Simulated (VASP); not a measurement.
# Ga2O3 (k07) (R-3c) in VASP: single point with LDA

Aim: the single point of Ga2O3 (k07) with LDA.

All numbers are computed with VASP 6.6.1; they aren't measurements. Logs are shortened: lines on timing, memory, paths and dates and some standing lists are left out, and cuts for length are marked.

### 1 The cell of the first run

The structure is trigonal, space group R-3c (No. 167). The conventional cell has a = 4.999 Å, b = 4.999 Å, c = 13.501 Å, α = 90.00°, β = 90.00°, γ = 120.00°. Within 2.6 Å of Ga (site symmetry 3) lie 6 O at 1.93 to 2.08 Å. O (site symmetry 2) has 4 Ga at 1.93 to 2.08 Å within 2.6 Å.

### 2 Single point, LDA

File INCAR:

```
PREC = Accurate
ENCUT = 520
EDIFF = 1E-6
ISMEAR = 0
SIGMA = 0.1
LREAL = False
LASPH = True
NELM = 100
ALGO = Normal
ISIF = 2
LWAVE = False
LCHARG = False
NBANDS = 55
```

File KPOINTS:

```
Automatic mesh
0
Gamma
  6 6 6
```

File POSCAR:

```
Ga2O3
1.0
    2.4997250000      1.4432169000      4.5003166700
   -2.4997250000      1.4432169000      4.5003166700
    0.0000000000     -2.8864338000      4.5003166700
Ga O
4 6
Direct
    0.8559600000      0.8559600000      0.8559600000
    0.6440400000      0.6440400000      0.6440400000
    0.1440400000      0.1440400000      0.1440400000
    0.3559600000      0.3559600000      0.3559600000
    0.0526000000      0.4474000000      0.7500000000
    0.7500000000      0.0526000000      0.4474000000
    0.4474000000      0.7500000000      0.0526000000
    0.9474000000      0.5526000000      0.2500000000
    0.2500000000      0.9474000000      0.5526000000
    0.5526000000      0.2500000000      0.9474000000
```

Potentials or basis: VASP PAW LDA potentials, release 64 (Ga_d, O).

The run is started by

```bash
cat potpaw_LDA.64/Ga_d/POTCAR potpaw_LDA.64/O/POTCAR > POTCAR
mpirun -np 1 vasp_std > vasp.out
```

OUTCAR:

```text
PREC = Accurate
   ENCUT = 520
   EDIFF = 1E-6
   ISMEAR = 0
   LREAL = False
   LASPH = True
   NELM = 100
   ISIF = 2

 ion  position               nearest neighbor table
   1  0.856  0.856  0.856-   9 1.93   8 1.93  10 1.93   7 2.08   6 2.08   5 2.08   2 2.86
   2  0.644  0.644  0.644-  10 1.93   8 1.93   9 1.93   6 2.08   7 2.08   5 2.08   1 2.86
   3  0.144  0.144  0.144-   6 1.93   5 1.93   7 1.93  10 2.08   9 2.08   8 2.08   4 2.86
   4  0.356  0.356  0.356-   7 1.93   5 1.93   6 1.93   9 2.08  10 2.08   8 2.08   3 2.86
   5  0.053  0.447  0.750-   3 1.93   4 1.93   1 2.08   2 2.08
   6  0.750  0.053  0.447-   3 1.93   4 1.93   2 2.08   1 2.08
   7  0.447  0.750  0.053-   4 1.93   3 1.93   1 2.08   2 2.08
   8  0.947  0.553  0.250-   1 1.93   2 1.93   3 2.08   4 2.08
   9  0.250  0.947  0.553-   1 1.93   2 1.93   4 2.08   3 2.08
  10  0.553  0.250  0.947-   2 1.93   1 1.93   3 2.08   4 2.08

  LATTYP: Found a trigonal (rhomboedric) cell.
 ALAT       =     5.3464334118
 COS(alpha) =     0.5627939752

  Lattice vectors:

 A1 = (   2.4997250000,   1.4432169000,   4.5003166700)
 A2 = (  -2.4997250000,   1.4432169000,   4.5003166700)
 A3 = (   0.0000000000,  -2.8864338000,   4.5003166700)

Analysis of symmetry for initial positions (statically):
=====================================================================
 Subroutine PRICEL returns:
 Original cell was already a primitive cell.

 Routine SETGRP: Setting up the symmetry group for a
 trigonal (rhombohedral) supercell.

 Subroutine GETGRP returns: Found 12 space group operations
 (whereof  6 operations were pure point group operations)
 out of a pool of 12 trial point group operations.

The static configuration has the point symmetry S_6 .
 The point group associated with its full space group is D_3d.

Analysis of symmetry for dynamics (positions and initial velocities):
=====================================================================
 Subroutine PRICEL returns:
 Original cell was already a primitive cell.

 Routine SETGRP: Setting up the symmetry group for a
 trigonal (rhombohedral) supercell.

 Subroutine GETGRP returns: Found 12 space group operations
 (whereof  6 operations were pure point group operations)
 out of a pool of 12 trial point group operations.

The dynamic configuration has the point symmetry S_6 .
 The point group associated with its full space group is D_3d.

 Subroutine INISYM returns: Found 12 space group operations
 (whereof  6 operations are pure point group operations),
 and found     1 'primitive' translations

----------------------------------------------------------------------------------------

                                     Primitive cell

  volume of cell :      97.4133

  direct lattice vectors                    reciprocal lattice vectors
     2.499725000  1.443216900  4.500316670     0.200022002  0.115482757  0.074068862
    -2.499725000  1.443216900  4.500316670    -0.200022002  0.115482757  0.074068862
     0.000000000 -2.886433800  4.500316670     0.000000000 -0.230965514  0.074068862

  length of vectors
     5.346433412  5.346433412  5.346433410     0.242551572  0.242551572  0.242551572

  position of ions in fractional coordinates (direct lattice)
     0.855960000  0.855960000  0.855960000
     0.644040000  0.644040000  0.644040000
     0.144040000  0.144040000  0.144040000
     0.355960000  0.355960000  0.355960000
     0.052600000  0.447400000  0.750000000
     0.750000000  0.052600000  0.447400000
     0.447400000  0.750000000  0.052600000
     0.947400000  0.552600000  0.250000000
     0.250000000  0.947400000  0.552600000
     0.552600000  0.250000000  0.947400000

  ion indices of the primitive-cell ions
   primitive index   ion index
                 1           1
                 2           2
                 3           3
                 4           4
                 5           5
                 6           6
                 7           7
                 8           8
                 9           9
                10          10

----------------------------------------------------------------------------------------

 KPOINTS: Automatic mesh

Automatic generation of k-mesh.
 Grid dimensions read from file:
 generate k-points for:    6    6    6

 Generating k-lattice:

  Cartesian coordinates                     Fractional coordinates (reciprocal lattice)
     0.033337000  0.019247126  0.012344810     0.166666667 -0.000000000  0.000000000
    -0.033337000  0.019247126  0.012344810    -0.000000000  0.166666667  0.000000000
     0.000000000 -0.038494252  0.012344810     0.000000000  0.000000000  0.166666667

  Length of vectors
     0.040425262  0.040425262  0.040425262

  Shift w.r.t. Gamma in fractional coordinates (k-lattice)
     0.000000000  0.000000000  0.000000000

 Subroutine IBZKPT returns following result:
 ===========================================

 Found     32 irreducible k-points:

 Following reciprocal coordinates:
            Coordinates               Weight
  0.000000  0.000000  0.000000      1.000000
  0.166667  0.000000 -0.000000      6.000000
  0.333333  0.000000  0.000000      6.000000
  0.500000  0.000000  0.000000      3.000000
  0.166667  0.166667 -0.000000      6.000000
  0.333333  0.166667  0.000000     12.000000
[... 16 lines left out ...]
  0.500000  0.500000  0.166667      6.000000
 -0.333333  0.500000  0.166667     12.000000
 [... further k-points ...]
   k-points           NKPTS =     32   k-points in BZ     NKDIM =     32   number of bands    NBANDS=     55
   number of dos      NEDOS =    301   number of ions     NIONS =     10
   total plane-waves  NPLWV =  64000
   dimension x,y,z NGX =    40 NGY =   40 NGZ =   40
   dimension x,y,z NGXF=    80 NGYF=   80 NGZF=   80
   ions per type =               4   6
   NGX,Y,Z   is equivalent  to a cutoff of  12.44, 12.44, 12.44 a.u.
   NGXF,Y,Z  is equivalent  to a cutoff of  24.88, 24.88, 24.88 a.u.
 SYSTEM =  unknown system
   PREC   = accura    normal or accurate (medium, high low for compatibility)
   ISTART =      0    job   : 0-new  1-cont  2-samecut
   ICHARG =      2    charge: 1-file 2-atom 10-const
   ISPIN  =      1    spin polarized calculation?
   LNONCOLLINEAR =      F non collinear calculations
   LSORBIT =      F    spin-orbit coupling
   LASPH  =      T    aspherical Exc in radial PAW
   ENCUT  =  520.0 eV  38.22 Ry    6.18 a.u.   9.94  9.94  9.94*2*pi/ulx,y,z
   NELM   =    100;   NELMIN=  2; NELMDL= -5     # of ELM steps
   EDIFF  = 0.1E-05   stopping-criterion for ELM
   LREAL  =      F    real-space projection
[... 7 lines left out ...]
   TEBEG  =    0.0;   TEEND  =   0.0 temperature during run
   PSTRESS=    0.0 pullay stress
   NELECT =      88.0000    total number of electrons
   NUPDOWN=      -1.0000    fix difference up-down
   EMIN   =  10.00;   EMAX   =-10.00  energy-range for DOS
   EFERMI =   0.00;   METHOD = LEGACY
   ISMEAR =     0;   SIGMA  =   0.10  broadening in eV -4-tet -1-fermi 0-gaus
   EFERMI_NEDOS =   21; number of points for ismear=-14 and -15
   IALGO  =     38    algorithm
   IMIX   =      4    mixing-type and parameters
     AMIX     =   0.40;   BMIX     =  1.00
     AMIX_MAG =   1.60;   BMIX_MAG =  1.00
  volume/ion in A,a.u.               =       9.74        65.74
  Fermi-wavevector in a.u.,A,eV,Ry     =   1.582570  2.990624 34.076181  2.504529
  Thomas-Fermi vector in A             =   2.682473
   LORBIT       =      0    0 simple, 1 ext, 2 COOP (PROOUT), +10 PAW based schemes
   GGA     = CA    functional components
   LHFCALC =     F    Hartree Fock is set to
   AEXX    =    0.0000 exact exchange contribution
   IVDW    =     0    specifies the selected vdW correction
   LEPSILON=     F    determine dielectric tensor
   LRPA    =     F    only Hartree local field effects (RPA)
 non-spin polarized calculation
 Gauss-broadening in eV      SIGMA  =   0.10
  energy-cutoff  :      520.00
  volume of cell :       97.41
 maximum number of plane-waves:      2642
   NGX = 19   NGY = 19   NGZ = 19

 number of electron      87.9999969 magnetization

 Free energy of the ion-electron system (eV)
  ---------------------------------------------------
  ext. energy  EPLUGINS =         0.00000000
  ---------------------------------------------------
  free energy    TOTEN  =       -68.22667443 eV

  energy without entropy =      -68.22667443  energy(sigma->0) =      -68.22667443

 E-fermi :   4.6003     XC(G=0): -12.7010

 val. band max:        4.1673779762   @ k =  -0.1667   0.1667   0.0000
 cond. band min:       6.8504679882   @ k =   0.0000   0.0000   0.0000
 fundamental gap:      2.6830900120
 Fermi energy:         4.6003174063

 k-point     1 :       0.0000    0.0000    0.0000
  band No.  band energies     occupation
      1     -14.5663      2.00000
      2     -12.5250      2.00000
      3     -12.5250      2.00000
      4     -12.4843      2.00000
      5     -12.4525      2.00000
      6     -12.4525      2.00000
[... 47 lines left out ...]
     54      15.0197      0.00000
     55      16.1856      0.00000

 k-point     2 :       0.1667    0.0000   -0.0000
  band No.  band energies     occupation
      1     -14.4374      2.00000
      2     -12.6425      2.00000
      3     -12.5350      2.00000
      4     -12.5276      2.00000
      5     -12.4693      2.00000
      6     -12.4498      2.00000
[... 47 lines left out ...]
     54      15.6338      0.00000
     55      16.0041      0.00000

 k-point     3 :       0.3333    0.0000    0.0000
  band No.  band energies     occupation
      1     -14.0757      2.00000
      2     -13.0305      2.00000
      3     -12.5656      2.00000
      4     -12.5463      2.00000
      5     -12.4902      2.00000
      6     -12.4690      2.00000
[... 1152 lines left out ...]
 k-point    23 :       0.5000    0.5000    0.1667
  band No.  band energies     occupation
      1     -13.7058      2.00000
      2     -13.1182      2.00000
      3     -12.7942      2.00000
      4     -12.6289      2.00000
      5     -12.5348      2.00000
      6     -12.4831      2.00000
[... 47 lines left out ...]
     54      16.0739      0.00000
     55      16.1884      0.00000

 k-point    24 :      -0.3333    0.5000    0.1667
  band No.  band energies     occupation
      1     -13.5072      2.00000
      2     -13.1878      2.00000
      3     -12.8645      2.00000
      4     -12.7408      2.00000
      5     -12.5032      2.00000
      6     -12.4712      2.00000
[... 47 lines left out ...]
     54      15.9157      0.00000
     55      16.2326      0.00000

 [... further k-points ...]
[... 5 lines left out ...]
  --------------------------------------------------------------------------------------
  -------------------------------------------------------------------------------------
  Total       -3.2868366     -3.2868366     -3.8356583      0.0000000     -0.0000000      0.0000000
  in kB      -54.0593142    -54.0593140    -63.0859041      0.0000000     -0.0000000      0.0000000
  external PRESSURE =     -57.0681774 kB  Pullay stress =       0.0000000 kB

 VOLUME and BASIS-vectors are now :
 -----------------------------------------------------------------------------
  energy-cutoff  :      520.00
  volume of cell :       97.41
      direct lattice vectors                 reciprocal lattice vectors
     2.499725000  1.443216900  4.500316670     0.200022002  0.115482757  0.074068862
    -2.499725000  1.443216900  4.500316670    -0.200022002  0.115482757  0.074068862
     0.000000000 -2.886433800  4.500316670     0.000000000 -0.230965514  0.074068862

 POSITION                                       TOTAL-FORCE (eV/Angst)
 -----------------------------------------------------------------------------------
      0.00000      0.00000     11.55627        -0.000000     -0.000000     -0.079963
      0.00000      0.00000      8.69515        -0.000000     -0.000000      0.079963
      0.00000      0.00000      1.94468        -0.000000     -0.000000      0.079963
      0.00000      0.00000      4.80580        -0.000000     -0.000000     -0.079963
     -0.98689     -1.44322      5.62540        -0.022832     -0.000000     -0.000000
      1.74331     -0.13306      5.62540         0.011416     -0.019773     -0.000000
     -0.75642      1.57628      5.62540         0.011416      0.019773     -0.000000
      0.98689      1.44322      7.87555         0.022832     -0.000000     -0.000000
     -1.74331      0.13306      7.87555        -0.011416      0.019773     -0.000000
      0.75642     -1.57628      7.87555        -0.011416     -0.019773     -0.000000
 -----------------------------------------------------------------------------------
    total drift:                                0.000000      0.000000     -0.000000

  FREE ENERGIE OF THE ION-ELECTRON SYSTEM (eV)
  ---------------------------------------------------
  free  energy   TOTEN  =       -68.2266744317 eV

  energy  without entropy=      -68.2266744317  energy(sigma->0) =      -68.22667443
```

Run time: 5.5 min. Hardware: 1 thread of AMD EPYC 7R43 (Zen 3), shared host; peak memory 0.23 GiB.

What came out:

```
Free energy            : -68.2267 eV
Pressure               : -5.7 GPa
Largest force          : 0.080 eV/Å
Band gap on the k mesh : 2.68 eV, indirect (least direct gap 2.93 eV)
```

Forces on the atoms (eV/Å):
```
Ga   0.000  0.000 -0.080
Ga   0.000  0.000  0.080
Ga   0.000  0.000  0.080
Ga   0.000  0.000 -0.080
O   -0.023  0.000  0.000
O    0.011 -0.020  0.000
O    0.011  0.020  0.000
O    0.023  0.000  0.000
O   -0.011  0.020  0.000
O   -0.011 -0.020  0.000
```

Levels at points of the mesh, in eV from the valence-band top:
```tsv
k point	band 42	band 43	band 44	band 45	band 46	band 47
(0.00, 0.00, 0.00)	-0.31	-0.25	-0.25	2.68	6.40	6.59
(0.50, 0.00, 0.00)	-1.00	-0.16	-0.16	6.20	6.20	6.51
(0.50, 0.50, 0.00)	-0.72	-0.26	-0.15	6.35	6.53	7.34
(0.50, 0.50, 0.50)	-0.30	-0.30	-0.30	5.69	5.69	7.57
```
